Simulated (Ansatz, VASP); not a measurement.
# Mg: VASP beside Ansatz

The input POSCAR:

```
Mg
1.0
    0.0000000000      2.2442560000      2.2442560000
    2.2442560000      0.0000000000      2.2442560000
    2.2442560000      2.2442560000      0.0000000000
Mg
1
Direct
    0.0000000000      0.0000000000      0.0000000000
```

Contents of INCAR.step1:

```
SYSTEM = Mg
  PREC = Accurate
  ENCUT = 660
  ISMEAR = 0
  SIGMA = 0.1
  LREAL = .False.
  LASPH = .True.
  NELM = 120
  NBANDS = 7
  GGA = PE
  ALGO = Normal
  EDIFF = 1E-5
  LWAVE = .True.
  LCHARG = .False.
  GGA_COMPAT = .False.
```

INCAR.step2

```
SYSTEM = Mg
  PREC = Accurate
  ENCUT = 660
  EDIFF = 1E-6
  ISMEAR = 0
  SIGMA = 0.1
  LREAL = .False.
  LASPH = .True.
  NELM = 120
  ALGO = Normal
  ISIF = 2
  LWAVE = .False.
  LCHARG = .False.
  METAGGA = R2SCAN
  LMIXTAU = .True.
  NBANDS = 7
  ISTART = 1
  GGA_COMPAT = .False.
```

The input KPOINTS:

```
Automatic mesh
0
Gamma
  8 8 8
  0 0 0
```

Input for Ansatz:

```yaml
crystal:
  lattice:
    - [0.0, 2.244256, 2.244256]
    - [2.244256, 0.0, 2.244256]
    - [2.244256, 2.244256, 0.0]
  atoms:
    - { symbol: Mg, position: [0.0, 0.0, 0.0] }
basis:
  ecutwfc: 500
kpoints:
  mp_grid: { grid: [8, 8, 8] }
hamiltonian:
  xc: r2scan
scf:
  occupations: { method: gaussian, width: 0.1 }
output:
  forces: true
  stress: true
  eigenvalues: true
```

Alike in both runs: task single point; functional r2SCAN; k mesh 8 × 8 × 8; occupations gaussian, width 0.1 eV; no spin polarisation.

```csv
,VASP,Ansatz
version,VASP 6.6.1,Ansatz 0.2.0
potentials or method,"VASP PAW PBE potentials, release 64 (Mg), cutoff 660 eV","scalar-relativistic, plane waves, PAW"
valence electrons in the cell,2,10
```

VASP gave:

* gap on the k mesh at the Fermi level (eV): none
* pressure (GPa): 0.0

**Question.** What did Ansatz give for the same quantities?

**Answer.** gap on the k mesh at the Fermi level (eV): none; pressure (GPa): 0.2.

VASP's potentials were made for PBE, not for r2SCAN. A gap of «none» marks a metal or a gap that the smearing closes. VASP's potentials hold 2 valence electrons a cell and Ansatz's 10, so a difference there can come from the potentials and not from the codes.
